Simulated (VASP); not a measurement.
# Ge in VASP: notebook

Ge is run at these levels: PBE; tasks: single point.

All numbers are computed with VASP 6.6.1; they aren't measurements. Logs are shortened: lines on timing, memory, paths and dates and some standing lists are left out, and cuts for length are marked.

## 1. The cell of the first run

It takes space group I4_1/amd (No. 141, tetragonal). The conventional cell has a = 4.120 Å, b = 4.120 Å, c = 5.658 Å, α = 90.00°, β = 90.00°, γ = 90.00°. Ge (site symmetry -4m2) has 4 Ge at 2.50 Å within 3.3 Å.

## 2. Single point, PBE (equal xx and yy strain of +3 %)

INCAR

```
SYSTEM = Ge
ALGO = Normal ; EDIFF = 1E-7
ENCUT = 520 ; GGA = PE
ISIF = 2 ; ISMEAR = -1
LASPH = .TRUE. ; LCHARG = .TRUE.
LELF = .TRUE. ; LREAL = .FALSE.
LVHAR = .TRUE. ; LWAVE = .FALSE.
NBANDS = 21 ; NELM = 60
PREC = Accurate ; SIGMA = 0.05
```

KPOINTS

```
k-points
0
G
  10 10 10
  0 0 0
```

POSCAR

```
Ge
1.0
    0.0000000000      2.9136331000      2.8287700000
    2.9136331000      0.0000000000      2.8287700000
    2.9136331000      2.9136331000      0.0000000000
Ge
2
Direct
    0.5000000000      0.5000000000      0.5000000000
    0.7500000000      0.7500000000      0.7500000000
```

Potentials or basis: VASP PAW PBE potentials, release 64 (Ge_d).

The run is started by

```bash
cat potpaw_PBE.64/Ge_d/POTCAR > POTCAR
mpirun -np 1 vasp_std > vasp.out
```

OUTCAR:

```text
SYSTEM = Ge
   EDIFF = 1E-7
   ENCUT = 520
   GGA = PE
   ISIF = 2
   ISMEAR = -1
   LASPH = .TRUE.
   LREAL = .FALSE.
   NELM = 60
   PREC = Accurate

 ion  position               nearest neighbor table
   1  0.500  0.500  0.500-   2 2.50   2 2.50   2 2.50   2 2.50
   2  0.750  0.750  0.750-   1 2.50   1 2.50   1 2.50   1 2.50

  LATTYP: Found a body centered tetragonal cell.
 ALAT       =     4.1204994458
 C/A-ratio  =     1.3730228761

  Lattice vectors:

 A1 = (   0.0000000000,  -2.9136331000,  -2.8287700000)
 A2 = (   0.0000000000,   2.9136331000,  -2.8287700000)
 A3 = (   2.9136331000,   0.0000000000,   2.8287700000)

Analysis of symmetry for initial positions (statically):
=====================================================================
 Subroutine PRICEL returns:
 Original cell was already a primitive cell.

 Routine SETGRP: Setting up the symmetry group for a
 body centered tetragonal supercell.

 Subroutine GETGRP returns: Found 16 space group operations
 (whereof  8 operations were pure point group operations)
 out of a pool of 16 trial point group operations.

The static configuration has the point symmetry D_2d.
 The point group associated with its full space group is D_4h.

Analysis of symmetry for dynamics (positions and initial velocities):
=====================================================================
 Subroutine PRICEL returns:
 Original cell was already a primitive cell.

 Routine SETGRP: Setting up the symmetry group for a
 body centered tetragonal supercell.

 Subroutine GETGRP returns: Found 16 space group operations
 (whereof  8 operations were pure point group operations)
 out of a pool of 16 trial point group operations.

The dynamic configuration has the point symmetry D_2d.
 The point group associated with its full space group is D_4h.

 Subroutine INISYM returns: Found 16 space group operations
 (whereof  8 operations are pure point group operations),
 and found     1 'primitive' translations

----------------------------------------------------------------------------------------

                                     Primitive cell

  volume of cell :      48.0283

  direct lattice vectors                    reciprocal lattice vectors
     0.000000000  2.913633100  2.828770000    -0.171607056  0.171607056  0.176755268
     2.913633100  0.000000000  2.828770000     0.171607056 -0.171607056  0.176755268
     2.913633100  2.913633100  0.000000000     0.171607056  0.171607056 -0.176755268

  length of vectors
     4.060935552  4.060935552  4.120499446     0.300233890  0.300233890  0.300233890

  position of ions in fractional coordinates (direct lattice)
     0.500000000  0.500000000  0.500000000
     0.750000000  0.750000000  0.750000000

  ion indices of the primitive-cell ions
   primitive index   ion index
                 1           1
                 2           2

----------------------------------------------------------------------------------------

 KPOINTS: k-points

Automatic generation of k-mesh.
 Grid dimensions read from file:
 generate k-points for:   10   10   10

 Generating k-lattice:

  Cartesian coordinates                     Fractional coordinates (reciprocal lattice)
    -0.017160706  0.017160706  0.017675527     0.100000000  0.000000000  0.000000000
     0.017160706 -0.017160706  0.017675527     0.000000000  0.100000000  0.000000000
     0.017160706  0.017160706 -0.017675527     0.000000000  0.000000000  0.100000000

  Length of vectors
     0.030023389  0.030023389  0.030023389

  Shift w.r.t. Gamma in fractional coordinates (k-lattice)
     0.000000000  0.000000000  0.000000000

 Subroutine IBZKPT returns following result:
 ===========================================

 Found    102 irreducible k-points:

 Following reciprocal coordinates:
            Coordinates               Weight
  0.000000  0.000000  0.000000      1.000000
  0.100000 -0.000000  0.000000      8.000000
  0.200000 -0.000000  0.000000      8.000000
  0.300000 -0.000000  0.000000      8.000000
  0.400000 -0.000000  0.000000      8.000000
  0.500000  0.000000  0.000000      4.000000
[... 16 lines left out ...]
  0.300000  0.300000  0.000000      2.000000
  0.400000  0.300000  0.000000      8.000000
 [... further k-points ...]
   k-points           NKPTS =    102   k-points in BZ     NKDIM =    102   number of bands    NBANDS=     21
   number of dos      NEDOS =    301   number of ions     NIONS =      2
   total plane-waves  NPLWV =  28800
   dimension x,y,z NGX =    30 NGY =   30 NGZ =   32
   dimension x,y,z NGXF=    60 NGYF=   60 NGZF=   64
   ions per type =               2
   NGX,Y,Z   is equivalent  to a cutoff of  12.28, 12.28, 12.91 a.u.
   NGXF,Y,Z  is equivalent  to a cutoff of  24.56, 24.56, 25.82 a.u.
 SYSTEM =  Ge
   PREC   = accura    normal or accurate (medium, high low for compatibility)
   ISTART =      0    job   : 0-new  1-cont  2-samecut
   ICHARG =      2    charge: 1-file 2-atom 10-const
   ISPIN  =      1    spin polarized calculation?
   LNONCOLLINEAR =      F non collinear calculations
   LSORBIT =      F    spin-orbit coupling
   LASPH  =      T    aspherical Exc in radial PAW
   ENCUT  =  520.0 eV  38.22 Ry    6.18 a.u.   7.55  7.55  7.66*2*pi/ulx,y,z
   NELM   =     60;   NELMIN=  2; NELMDL= -5     # of ELM steps
   EDIFF  = 0.1E-06   stopping-criterion for ELM
   LREAL  =      F    real-space projection
   EDIFFG = 0.1E-05   stopping-criterion for IOM
   NSW    =      0    number of steps for IOM
   IBRION =     -1    ionic relax: 0-MD 1-quasi-New 2-CG
   NFREE  =      0    steps in history (QN), initial steepest desc. (CG)
   ISIF   =      2    stress and relaxation
   ISYM   =      2    0-nonsym 1-usesym 2-fastsym
   POTIM  = 0.5000    time-step for ionic-motion
   TEBEG  =    0.0;   TEEND  =   0.0 temperature during run
   PSTRESS=    0.0 pullay stress
   NELECT =      28.0000    total number of electrons
   NUPDOWN=      -1.0000    fix difference up-down
   EMIN   =  10.00;   EMAX   =-10.00  energy-range for DOS
   EFERMI =   0.00;   METHOD = LEGACY
   ISMEAR =    -1;   SIGMA  =   0.05  broadening in eV -4-tet -1-fermi 0-gaus
   EFERMI_NEDOS =   21; number of points for ismear=-14 and -15
   IALGO  =     38    algorithm
   IMIX   =      4    mixing-type and parameters
     AMIX     =   0.40;   BMIX     =  1.00
     AMIX_MAG =   1.60;   BMIX_MAG =  1.00
  volume/ion in A,a.u.               =      24.01       162.06
  Fermi-wavevector in a.u.,A,eV,Ry     =   1.367608  2.584405 25.447689  1.870352
  Thomas-Fermi vector in A             =   2.493646
   LORBIT       =      0    0 simple, 1 ext, 2 COOP (PROOUT), +10 PAW based schemes
   GGA     = PE    functional components
   LHFCALC =     F    Hartree Fock is set to
   AEXX    =    0.0000 exact exchange contribution
   IVDW    =     0    specifies the selected vdW correction
   LEPSILON=     F    determine dielectric tensor
   LRPA    =     F    only Hartree local field effects (RPA)
 non-spin polarized calculation
  energy-cutoff  :      520.00
  volume of cell :       48.03
 maximum number of plane-waves:      1313
   NGX = 15   NGY = 15   NGZ = 15

 number of electron      28.0000003 magnetization

 Free energy of the ion-electron system (eV)
  ---------------------------------------------------
  ext. energy  EPLUGINS =         0.00000000
  ---------------------------------------------------
  free energy    TOTEN  =        -9.02838685 eV

  energy without entropy =       -9.02724613  energy(sigma->0) =       -9.02781649

 E-fermi :   4.3991     XC(G=0):  -9.6491

 val. band max:        4.3645262079   @ k =   0.0000   0.0000   0.0000
 cond. band min:       4.4331598289   @ k =   0.5000   0.0000   0.0000
 fundamental gap:      0.0686336210
 Fermi energy:         4.3991336779

 k-point     1 :       0.0000    0.0000    0.0000
  band No.  band energies     occupation
      1     -20.3088      2.00000
      2     -20.3033      2.00000
      3     -20.3033      2.00000
      4     -20.2739      2.00000
      5     -20.2728      2.00000
      6     -20.0969      2.00000
[... 13 lines left out ...]
     20      13.4831      0.00000
     21      14.0120      0.00000

 k-point     2 :       0.1000   -0.0000    0.0000
  band No.  band energies     occupation
      1     -20.3122      2.00000
      2     -20.3081      2.00000
      3     -20.3033      2.00000
      4     -20.2670      2.00000
      5     -20.2663      2.00000
      6     -20.1042      2.00000
[... 13 lines left out ...]
     20      12.8918      0.00000
     21      13.2759      0.00000

 k-point     3 :       0.2000   -0.0000    0.0000
  band No.  band energies     occupation
      1     -20.3198      2.00000
      2     -20.3153      2.00000
      3     -20.3001      2.00000
      4     -20.2547      2.00000
      5     -20.2544      2.00000
      6     -20.1152      2.00000
[... 13 lines left out ...]
     20      12.5016      0.00000
     21      12.7794      0.00000

 k-point     4 :       0.3000   -0.0000    0.0000
  band No.  band energies     occupation
      1     -20.3256      2.00000
      2     -20.3202      2.00000
      3     -20.2955      2.00000
      4     -20.2446      2.00000
      5     -20.2444      2.00000
      6     -20.1236      2.00000
[... 13 lines left out ...]
     20      12.9492      0.00000
     21      13.0154      0.00000

 k-point     5 :       0.4000   -0.0000    0.0000
  band No.  band energies     occupation
      1     -20.3286      2.00000
      2     -20.3224      2.00000
      3     -20.2916      2.00000
      4     -20.2392      2.00000
      5     -20.2386      2.00000
      6     -20.1280      2.00000
[... 13 lines left out ...]
     20      14.0692      0.00000
     21      14.1902      0.00000

 k-point     6 :       0.5000    0.0000    0.0000
  band No.  band energies     occupation
      1     -20.3295      2.00000
      2     -20.3229      2.00000
      3     -20.2901      2.00000
      4     -20.2376      2.00000
      5     -20.2369      2.00000
      6     -20.1292      2.00000
[... 13 lines left out ...]
     20      14.7837      0.00000
     21      15.3013      0.00000

 k-point     7 :       0.1000    0.1000    0.0000
  band No.  band energies     occupation
      1     -20.3113      2.00000
      2     -20.3062      2.00000
      3     -20.3062      2.00000
      4     -20.2689      2.00000
      5     -20.2613      2.00000
      6     -20.1112      2.00000
[... 13 lines left out ...]
     20      12.5366      0.00000
     21      13.6544      0.00000
[... 291 lines left out ...]
      1     -20.3450      2.00000
      2     -20.3291      2.00000
      3     -20.2637      2.00000
      4     -20.2266      2.00000
      5     -20.2139      2.00000
      6     -20.1459      2.00000
[... 13 lines left out ...]
     20      13.6454      0.00000
     21      15.2123      0.00000

 k-point    21 :      -0.3000    0.2000    0.0000
  band No.  band energies     occupation
      1     -20.3417      2.00000
      2     -20.3298      2.00000
      3     -20.2696      2.00000
      4     -20.2372      2.00000
      5     -20.2148      2.00000
      6     -20.1466      2.00000
[... 13 lines left out ...]
     20      13.3271      0.00000
     21      15.5326      0.00000

 k-point    22 :      -0.2000    0.2000    0.0000
  band No.  band energies     occupation
      1     -20.3336      2.00000
      2     -20.3275      2.00000
      3     -20.2842      2.00000
      4     -20.2442      2.00000
      5     -20.2258      2.00000
      6     -20.1390      2.00000
[... 13 lines left out ...]
     20      14.0489      0.00000
     21      14.3177      0.00000

 k-point    23 :       0.3000    0.3000    0.0000
  band No.  band energies     occupation
      1     -20.3218      2.00000
      2     -20.3218      2.00000
      3     -20.3014      2.00000
      4     -20.2323      2.00000
      5     -20.2029      2.00000
      6     -20.1808      2.00000
[... 13 lines left out ...]
     20      15.0279      0.00000
     21      15.4979      0.00000

 k-point    24 :       0.4000    0.3000    0.0000
  band No.  band energies     occupation
      1     -20.3311      2.00000
      2     -20.3255      2.00000
      3     -20.2861      2.00000
      4     -20.2191      2.00000
      5     -20.1959      2.00000
      6     -20.1886      2.00000
[... 13 lines left out ...]
     20      15.8249      0.00000
     21      15.8871      0.00000

 [... further k-points ...]

------------------------ aborting loop because EDIFF is reached ----------------------------------------

  FORCE on cell =-STRESS in cart. coord.  units (eV):
  Direction    XX          YY          ZZ          XY          YZ          ZX
  --------------------------------------------------------------------------------------
  -------------------------------------------------------------------------------------
  Total       -0.2967768     -0.2967768      0.2601195      0.0000000     -0.0000000      0.0000000
  in kB       -9.9001809     -9.9001809      8.6773305      0.0000000     -0.0000000      0.0000000
  external PRESSURE =      -3.7076771 kB  Pullay stress =       0.0000000 kB

 VOLUME and BASIS-vectors are now :
 -----------------------------------------------------------------------------
  energy-cutoff  :      520.00
  volume of cell :       48.03
      direct lattice vectors                 reciprocal lattice vectors
     0.000000000  2.913633100  2.828770000    -0.171607056  0.171607056  0.176755268
     2.913633100  0.000000000  2.828770000     0.171607056 -0.171607056  0.176755268
     2.913633100  2.913633100  0.000000000     0.171607056  0.171607056 -0.176755268

 POSITION                                       TOTAL-FORCE (eV/Angst)
 -----------------------------------------------------------------------------------
      2.91363      2.91363      2.82877        -0.000000      0.000000      0.000000
      4.37045      4.37045      4.24315         0.000000     -0.000000      0.000000
 -----------------------------------------------------------------------------------
    total drift:                                0.000000     -0.000000     -0.000000

  FREE ENERGIE OF THE ION-ELECTRON SYSTEM (eV)
  ---------------------------------------------------
  free  energy   TOTEN  =        -9.0283868505 eV

  energy  without entropy=       -9.0272461332  energy(sigma->0) =       -9.02781649
```

It took 46 s on 1 thread of Intel Xeon Platinum 8488C (Sapphire Rapids), shared host; peak memory 0.22 GiB.

What came out:

```
Free energy            : -9.0284 eV
Pressure               : -0.4 GPa
Band gap on the k mesh : 0.07 eV (least direct gap 0.21 eV)
```

Caveat: the cell differs from its parent crystal (equal xx and yy strain of +3 %).

## 3. Single point, PBE (equal xy, yz and zx shear strains of -3 %)

INCAR

```
  ALGO = Normal
  EDIFF = 1E-7
  ENCUT = 520
  GGA = PE
  ISIF = 2
  ISMEAR = -1
  LASPH = T
  LCHARG = F
  LREAL = F
  LWAVE = F
  NBANDS = 21
  NELM = 100
  PREC = Accurate
  SIGMA = 0.05
```

KPOINTS

```
k-points
0
Gamma
  10 10 10
```

POSCAR

```
Ge
1.0
   -0.0848631000      2.7863384500      2.7863384500
    2.7863384500     -0.0848631000      2.7863384500
    2.7863384500      2.7863384500     -0.0848631000
Ge
2
Direct
    0.5000000000      0.5000000000      0.5000000000
    0.7500000000      0.7500000000      0.7500000000
```

Potentials or basis: VASP PAW PBE potentials, release 64 (Ge_d).

The run is started by

```bash
cat potpaw_PBE.64/Ge_d/POTCAR > POTCAR
mpirun -np 1 vasp_std > vasp.out
```

It took 53 s on 1 thread of Intel Xeon Platinum 8488C (Sapphire Rapids), shared host; peak memory 0.22 GiB.

The run converged. Its results:

| Item | Value |
| --- | --- |
| Free energy | -8.9717 eV |
| Pressure | 3.9 GPa |
| Largest force | 0.570 eV/Å |
| Band gap on the k mesh | zero (bands 14 and 15 overlap by 0.15 eV) |

Forces on the atoms (eV/Å):
```
Ge  -0.329 -0.329 -0.329
Ge   0.329  0.329  0.329
```

Stress tensor (GPa, compression positive):
```
3.94 2.73 2.73
2.73 3.94 2.73
2.73 2.73 3.94
```

Levels at points of the mesh, in eV from the Fermi level:
```
           k point  band 11  band 12  band 13  band 14  band 15  band 16  band 17  band 18
(0.00, 0.00, 0.00)   -12.74     0.01     0.03     0.03     0.06     2.37     2.37     3.16
(0.50, 0.00, 0.00)   -10.75    -7.51    -1.31    -1.26     0.34     3.60     4.12     7.27
(0.50, 0.50, 0.00)    -9.01    -8.69    -3.18    -2.87     0.62     0.98     9.35     9.57
(0.50, 0.50, 0.50)   -10.34    -7.72    -1.58    -1.58    -0.12     3.64     3.64     6.95
```

Caveat: the cell differs from its parent crystal (equal xy, yz and zx shear strains of -3 %); the cell stands under pressure; semilocal functionals underestimate gaps, so a narrow gap can read as zero.

## 4. Single point, PBE (equal xy, yz and zx shear strains of -1 %)

INCAR

```
PREC     = Accurate       # precision mode
ENCUT    = 520            # plane-wave cutoff, eV
EDIFF    = 1E-6           # SCF threshold, eV
ISMEAR   = -1             # smearing method
SIGMA    = 0.05           # smearing width, eV
LREAL    = F              # projectors in reciprocal space
LASPH    = T              # aspherical terms in the spheres
NELM     = 60             # most SCF steps
ALGO     = Normal         # electronic algorithm
ISIF     = 2              # what is computed and relaxed
LWAVE    = F              # write WAVECAR
LCHARG   = F              # write CHGCAR
GGA      = PE             # functional
NBANDS   = 21             # bands
```

KPOINTS

```
Automatic mesh
0
Gamma
  10 10 10
```

POSCAR

```
Ge
1.0
   -0.0282877000      2.8146261500      2.8146261500
    2.8146261500     -0.0282877000      2.8146261500
    2.8146261500      2.8146261500     -0.0282877000
Ge
2
Direct
    0.5000000000      0.5000000000      0.5000000000
    0.7500000000      0.7500000000      0.7500000000
```

The run is started by

```bash
cat potpaw_PBE.64/Ge_d/POTCAR > POTCAR
mpirun -np 1 vasp_std > vasp.out
```

Run time: 49 s. Hardware: 1 thread of Intel Xeon Platinum 8488C (Sapphire Rapids), shared host; peak memory 0.22 GiB.

It converged, with:

```
Free energy   : -9.0029 eV
Pressure      : 3.6 GPa
Largest force : 0.170 eV/Å
```

Forces on the atoms (eV/Å):
```
Ge  -0.098 -0.098 -0.098
Ge   0.098  0.098  0.098
```

Stress tensor (GPa, compression positive):
```
3.64 0.87 0.87
0.87 3.64 0.87
0.87 0.87 3.64
```

Levels at points of the mesh, in eV from the Fermi level:
| k point | band 12 | band 13 | band 14 | band 15 | band 16 | band 17 |
| --- | --- | --- | --- | --- | --- | --- |
| (0.00, 0.00, 0.00) | -0.04 | -0.04 | -0.02 | -0.01 | 2.45 | 2.45 |
| (0.50, 0.00, 0.00) | -7.61 | -1.42 | -1.41 | 0.19 | 3.65 | 3.82 |
| (0.50, 0.50, 0.00) | -8.87 | -3.16 | -3.06 | 0.66 | 0.78 | 9.45 |
| (0.50, 0.50, 0.50) | -7.68 | -1.51 | -1.51 | 0.03 | 3.67 | 3.67 |

Caveat: the cell differs from its parent crystal (equal xy, yz and zx shear strains of -1 %); the cell stands under pressure.

(Continued in part 2 of 2.)
